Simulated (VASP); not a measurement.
# Sn in VASP: further runs

Runs on Sn. Level: LDA. Tasks: single point.

Program: VASP 6.6.1. These are calculated values, not measurements. Logs are shortened: lines on timing, memory, paths and dates and some standing lists are left out, and cuts for length are marked.

### Step 1. The cell of the first run

The typed cell holds 1 atom: a = 3.291 Å, b = 3.295 Å, c = 3.292 Å, α = 119.08°, β = 117.16°, γ = 93.29°.

### Step 2. Single point, LDA

The input, INCAR:

```
PREC     = Accurate       # precision mode
ENCUT    = 520            # plane-wave cutoff, eV
EDIFF    = 1E-6           # SCF threshold, eV
ISMEAR   = -1             # smearing method
SIGMA    = 0.1            # smearing width, eV
LREAL    = False          # projectors in reciprocal space
LASPH    = True           # aspherical terms in the spheres
NELM     = 60             # most SCF steps
ALGO     = Normal         # electronic algorithm
ISIF     = 2              # what is computed and relaxed
LWAVE    = False          # write WAVECAR
LCHARG   = True           # write CHGCAR
LELF     = True           # ELF
LVHAR    = True         
NBANDS   = 13             # bands
```

The input, KPOINTS:

```
regular mesh
0
Gamma
  9 9 11
```

The input, POSCAR:

```
Sn
1.0
   -1.6686470034      1.7152310904      2.2592361267
    1.6710894788     -1.7170186343      2.2623968693
    1.6682418816      1.7166246945     -2.2605934424
Sn
1
Direct
    0.0000000000      0.0000000000      0.0000000000
```

Potentials or basis: VASP PAW LDA potentials, release 64 (Sn_d).

On the command line:

```bash
$ cat potpaw_LDA.64/Sn_d/POTCAR > POTCAR
$ mpirun -np 1 vasp_std > vasp.out
```

OUTCAR:

```text
PREC = Accurate
   ENCUT = 520
   EDIFF = 1E-6
   ISMEAR = -1
   LREAL = False
   LASPH = True
   NELM = 60
   ISIF = 2

 ion  position               nearest neighbor table
   1  0.000  0.000  0.000-

  LATTYP: Found a triclinic cell.
 ALAT       =     7.1929506649
 B/A-ratio  =     0.6286201894
 C/A-ratio  =     0.4642506290
 COS(alpha) =     0.0010802780
 COS(beta)  =     0.2330875869
 COS(gamma) =     0.9429923693

  Lattice vectors:

 A1 = (   1.6731268324,   1.7130496067,   6.7826725496)
 A2 = (   0.0024424754,  -0.0017875439,   4.5216329960)
 A3 = (   3.3393313604,  -0.0003939398,   0.0018034269)

Analysis of symmetry for initial positions (statically):
=====================================================================
 Subroutine PRICEL returns:
 Original cell was already a primitive cell.

 Routine SETGRP: Setting up the symmetry group for a
 triclinic supercell.

 Subroutine GETGRP returns: Found  2 space group operations
 (whereof  2 operations were pure point group operations)
 out of a pool of  2 trial point group operations.

The static configuration has the point symmetry S_2 .

Analysis of symmetry for dynamics (positions and initial velocities):
=====================================================================
 Subroutine PRICEL returns:
 Original cell was already a primitive cell.

 Routine SETGRP: Setting up the symmetry group for a
 triclinic supercell.

 Subroutine GETGRP returns: Found  2 space group operations
 (whereof  2 operations were pure point group operations)
 out of a pool of  2 trial point group operations.

The dynamic configuration has the point symmetry S_2 .

 Subroutine INISYM returns: Found  2 space group operations
 (whereof  2 operations are pure point group operations),
 and found     1 'primitive' translations

----------------------------------------------------------------------------------------

                                     Primitive cell

  volume of cell :      25.9092

  direct lattice vectors                    reciprocal lattice vectors
    -1.668647003  1.715231090  2.259236127    -0.000085115  0.291475041  0.221274312
     1.671089479 -1.717018634  2.262396869     0.299341811  0.000122742  0.220997389
     1.668241882  1.716624695 -2.260593442     0.299495551  0.291422872 -0.000046572

  length of vectors
     3.290979853  3.295319807  3.292432844     0.365950855  0.372082491  0.417881416

  position of ions in fractional coordinates (direct lattice)
     0.000000000  0.000000000  0.000000000

  ion indices of the primitive-cell ions
   primitive index   ion index
                 1           1

----------------------------------------------------------------------------------------

 KPOINTS: regular mesh

Automatic generation of k-mesh.
 Grid dimensions read from file:
 generate k-points for:    9    9   11

 Generating k-lattice:

  Cartesian coordinates                     Fractional coordinates (reciprocal lattice)
    -0.000009457  0.032386116  0.024586035     0.111111111 -0.000000000  0.000000000
     0.033260201  0.000013638  0.024555265     0.000000000  0.111111111  0.000000000
     0.027226868  0.026492988 -0.000004234    -0.000000000 -0.000000000  0.090909091

  Length of vectors
     0.040661206  0.041342499  0.037989220

  Shift w.r.t. Gamma in fractional coordinates (k-lattice)
     0.000000000  0.000000000  0.000000000

 Subroutine IBZKPT returns following result:
 ===========================================

 Found    446 irreducible k-points:

 Following reciprocal coordinates:
            Coordinates               Weight
  0.000000  0.000000  0.000000      1.000000
  0.111111 -0.000000  0.000000      2.000000
  0.222222  0.000000 -0.000000      2.000000
  0.333333 -0.000000  0.000000      2.000000
  0.444444  0.000000 -0.000000      2.000000
  0.000000  0.111111  0.000000      2.000000
[... 16 lines left out ...]
 -0.111111  0.222222  0.000000      2.000000
  0.000000  0.333333  0.000000      2.000000
 [... further k-points ...]
   k-points           NKPTS =    446   k-points in BZ     NKDIM =    446   number of bands    NBANDS=     13
   number of dos      NEDOS =    301   number of ions     NIONS =      1
   total plane-waves  NPLWV =  16128
   dimension x,y,z NGX =    24 NGY =   28 NGZ =   24
   dimension x,y,z NGXF=    48 NGYF=   56 NGZF=   48
   ions per type =               1
   NGX,Y,Z   is equivalent  to a cutoff of  12.12, 14.13, 12.12 a.u.
   NGXF,Y,Z  is equivalent  to a cutoff of  24.25, 28.25, 24.24 a.u.
 SYSTEM =  unknown system
   PREC   = accura    normal or accurate (medium, high low for compatibility)
   ISTART =      0    job   : 0-new  1-cont  2-samecut
   ICHARG =      2    charge: 1-file 2-atom 10-const
   ISPIN  =      1    spin polarized calculation?
   LNONCOLLINEAR =      F non collinear calculations
   LSORBIT =      F    spin-orbit coupling
   LASPH  =      T    aspherical Exc in radial PAW
   ENCUT  =  520.0 eV  38.22 Ry    6.18 a.u.   6.12  6.13  6.12*2*pi/ulx,y,z
   NELM   =     60;   NELMIN=  2; NELMDL= -5     # of ELM steps
   EDIFF  = 0.1E-05   stopping-criterion for ELM
   LREAL  =      F    real-space projection
   EDIFFG = 0.1E-04   stopping-criterion for IOM
   NSW    =      0    number of steps for IOM
   IBRION =     -1    ionic relax: 0-MD 1-quasi-New 2-CG
   NFREE  =      0    steps in history (QN), initial steepest desc. (CG)
   ISIF   =      2    stress and relaxation
   ISYM   =      2    0-nonsym 1-usesym 2-fastsym
   POTIM  = 0.5000    time-step for ionic-motion
   TEBEG  =    0.0;   TEEND  =   0.0 temperature during run
   PSTRESS=    0.0 pullay stress
   NELECT =      14.0000    total number of electrons
   NUPDOWN=      -1.0000    fix difference up-down
   EMIN   =  10.00;   EMAX   =-10.00  energy-range for DOS
   EFERMI =   0.00;   METHOD = LEGACY
   ISMEAR =    -1;   SIGMA  =   0.10  broadening in eV -4-tet -1-fermi 0-gaus
   EFERMI_NEDOS =   21; number of points for ismear=-14 and -15
   IALGO  =     38    algorithm
   IMIX   =      4    mixing-type and parameters
     AMIX     =   0.40;   BMIX     =  1.00
     AMIX_MAG =   1.60;   BMIX_MAG =  1.00
  volume/ion in A,a.u.               =      25.91       174.84
  Fermi-wavevector in a.u.,A,eV,Ry     =   1.333418  2.519795 24.191204  1.778003
  Thomas-Fermi vector in A             =   2.462278
   LORBIT       =      0    0 simple, 1 ext, 2 COOP (PROOUT), +10 PAW based schemes
   GGA     = CA    functional components
   LHFCALC =     F    Hartree Fock is set to
   AEXX    =    0.0000 exact exchange contribution
   IVDW    =     0    specifies the selected vdW correction
   LEPSILON=     F    determine dielectric tensor
   LRPA    =     F    only Hartree local field effects (RPA)
 non-spin polarized calculation
  energy-cutoff  :      520.00
  volume of cell :       25.91
 maximum number of plane-waves:       713
   NGX = 13   NGY = 13   NGZ = 13

 number of electron      14.0000000 magnetization

 Free energy of the ion-electron system (eV)
  ---------------------------------------------------
  ext. energy  EPLUGINS =         0.00000000
  ---------------------------------------------------
  free energy    TOTEN  =        -4.45252480 eV

  energy without entropy =       -4.43659867  energy(sigma->0) =       -4.44456174

 E-fermi :   8.5088     XC(G=0): -10.8273

 val. band max:        8.5037992101   @ k =  -0.1111   0.2222   0.1818
 cond. band min:       8.5089209562   @ k =   0.4444  -0.2222   0.3636
 fundamental gap:      0.0051217461
 Fermi energy:         8.5087740251

 k-point     1 :       0.0000    0.0000    0.0000
  band No.  band energies     occupation
      1     -13.0402      2.00000
      2     -13.0227      2.00000
      3     -12.9939      2.00000
      4     -12.9501      2.00000
      5     -12.9020      2.00000
      6      -3.0500      2.00000
      7      16.1929      0.00000
      8      16.3400      0.00000
      9      16.8064      0.00000
     10      19.3131      0.00000
     11      20.2890      0.00000
     12      20.8074      0.00000
     13      20.9864      0.00000

 k-point     2 :       0.1111   -0.0000    0.0000
  band No.  band energies     occupation
      1     -13.0332      2.00000
      2     -13.0118      2.00000
      3     -12.9916      2.00000
      4     -12.9465      2.00000
      5     -12.9034      2.00000
      6      -2.7900      2.00000
      7      13.8227      0.00000
      8      16.0402      0.00000
      9      16.3069      0.00000
     10      18.7565      0.00000
     11      21.0823      0.00000
     12      21.6098      0.00000
     13      22.5194      0.00000

 k-point     3 :       0.2222    0.0000   -0.0000
  band No.  band energies     occupation
      1     -13.0231      2.00000
      2     -13.0038      2.00000
      3     -12.9874      2.00000
      4     -12.9173      2.00000
      5     -12.8984      2.00000
      6      -2.0086      2.00000
      7      10.1998      0.00000
      8      15.4050      0.00000
      9      15.5940      0.00000
     10      18.5189      0.00000
     11      20.8542      0.00000
     12      20.8712      0.00000
     13      22.5818      0.00000

 k-point     4 :       0.3333   -0.0000    0.0000
  band No.  band energies     occupation
      1     -13.0218      2.00000
      2     -13.0121      2.00000
      3     -12.9903      2.00000
      4     -12.8764      2.00000
      5     -12.8657      2.00000
      6      -0.7171      2.00000
      7       6.8718      2.00000
      8      14.6473      0.00000
      9      15.2205      0.00000
     10      18.5035      0.00000
     11      19.7932      0.00000
     12      19.8362      0.00000
     13      21.3910      0.00000

 k-point     5 :       0.4444    0.0000   -0.0000
  band No.  band energies     occupation
      1     -13.0249      2.00000
      2     -13.0202      2.00000
      3     -12.9954      2.00000
      4     -12.8556      2.00000
      5     -12.8292      2.00000
      6       0.9307      2.00000
      7       4.1811      2.00000
      8      14.2291      0.00000
      9      15.0239      0.00000
     10      18.6937      0.00000
     11      19.1398      0.00000
     12      19.3067      0.00000
     13      20.4936      0.00000
[... 257 lines left out ...]
 k-point    22 :      -0.2222    0.2222    0.0000
  band No.  band energies     occupation
      1     -13.0718      2.00000
      2     -12.9837      2.00000
      3     -12.9371      2.00000
      4     -12.9285      2.00000
      5     -12.8838      2.00000
      6      -1.6890      2.00000
      7      12.5167      0.00000
      8      12.9932      0.00000
      9      13.2857      0.00000
     10      16.2414      0.00000
     11      16.8551      0.00000
     12      25.0875      0.00000
     13      25.4896      0.00000

 k-point    23 :      -0.1111    0.2222    0.0000
  band No.  band energies     occupation
      1     -13.0449      2.00000
      2     -12.9907      2.00000
      3     -12.9532      2.00000
      4     -12.9504      2.00000
      5     -12.8926      2.00000
      6      -2.0899      2.00000
      7      11.9761      0.00000
      8      14.1055      0.00000
      9      14.8812      0.00000
     10      17.7469      0.00000
     11      18.9080      0.00000
     12      21.8886      0.00000
     13      22.9026      0.00000

 k-point    24 :       0.0000    0.3333    0.0000
  band No.  band energies     occupation
      1     -13.0261      2.00000
      2     -13.0189      2.00000
      3     -12.9704      2.00000
      4     -12.8725      2.00000
      5     -12.8691      2.00000
      6      -0.6230      2.00000
      7       7.1358      2.00000
      8      14.1635      0.00000
      9      14.9828      0.00000
     10      18.3133      0.00000
     11      19.3312      0.00000
     12      19.5948      0.00000
     13      21.5075      0.00000

 [... further k-points ...]

------------------------ aborting loop because EDIFF is reached ----------------------------------------

  FORCE on cell =-STRESS in cart. coord.  units (eV):
  Direction    XX          YY          ZZ          XY          YZ          ZX
  --------------------------------------------------------------------------------------
  -------------------------------------------------------------------------------------
  Total        0.0100318     -0.0927583      0.0839526      0.0517056      0.0187336     -0.0145748
  in kB        0.6203511     -5.7360090      5.1914777      3.1973804      1.1584500     -0.9012793
  external PRESSURE =       0.0252732 kB  Pullay stress =       0.0000000 kB

 VOLUME and BASIS-vectors are now :
 -----------------------------------------------------------------------------
  energy-cutoff  :      520.00
  volume of cell :       25.91
      direct lattice vectors                 reciprocal lattice vectors
    -1.668647003  1.715231090  2.259236127    -0.000085115  0.291475041  0.221274312
     1.671089479 -1.717018634  2.262396869     0.299341811  0.000122742  0.220997389
     1.668241882  1.716624695 -2.260593442     0.299495551  0.291422872 -0.000046572

 POSITION                                       TOTAL-FORCE (eV/Angst)
 -----------------------------------------------------------------------------------
      0.00000      0.00000      0.00000         0.000000     -0.000000      0.000000
 -----------------------------------------------------------------------------------
    total drift:                                0.000000      0.000000      0.000000

  FREE ENERGIE OF THE ION-ELECTRON SYSTEM (eV)
  ---------------------------------------------------
  free  energy   TOTEN  =        -4.4525248050 eV

  energy  without entropy=       -4.4365986717  energy(sigma->0) =       -4.44456174
```

Run time: 45 s. Hardware: 1 thread of Intel Xeon Platinum 8488C (Sapphire Rapids), shared host; peak memory 0.24 GiB.

Results:

* Free energy: -4.4525 eV
* Pressure: 0.0 GPa
* Band gap on the k mesh: zero (band 7 reaches 16.19 eV, above the bottom of band 8 at 6.30 eV)

Caveat: spin-orbit coupling is left out, which moves the levels of the heavy elements.

### Step 3. Single point, LDA

This run uses another cell than the first one, of 28.67 Å³/atom, 1.107 times its volume.

The input, INCAR:

```
SYSTEM = Sn
PREC = Accurate
ENCUT = 520
EDIFF = 1E-6
ISMEAR = -1
SIGMA = 0.1
LREAL = .False.
LASPH = .True.
NELM = 60
ALGO = Normal
ISIF = 2
LWAVE = .False.
LCHARG = .False.
NBANDS = 13
```

The input, KPOINTS:

```
regular mesh
0
Gamma
  9 9 11
  0 0 0
```

The input, POSCAR:

```
Sn
1.0
   -1.7265390000      1.7755470000      2.3383420000
    1.7265390000     -1.7755470000      2.3383420000
    1.7265390000      1.7755470000     -2.3383420000
Sn
1
Direct
    0.0000000000      0.0000000000      0.0000000000
```

Potentials or basis: VASP PAW LDA potentials, release 64 (Sn_d).

On the command line:

```bash
$ cat potpaw_LDA.64/Sn_d/POTCAR > POTCAR
$ mpirun -np 1 vasp_std > vasp.out
```

Wall time 68 s (1 thread of Intel Xeon Platinum 8488C (Sapphire Rapids), shared host); peak memory 0.26 GiB.

It converged, with:

```yaml
Free_energy: -4.4085 eV
Pressure: -4.8 GPa
Band_gap_on_the_k_mesh: zero (band 7 reaches 14.15 eV, above the bottom of band 8 at 5.34 eV)
```

Stress tensor (GPa, compression positive):
```
-4.79  0.00  0.00
 0.00 -5.24  0.00
 0.00  0.00 -4.28
```

Levels at points of the mesh, in eV from the Fermi level:
```csv
k point,band 5,band 6,band 7,band 8,band 9,band 10
"(0.00, 0.00, 0.00)",-21.36,-10.78,6.91,7.06,7.45,10.72
```

Caveat: spin-orbit coupling is left out, which moves the levels of the heavy elements.
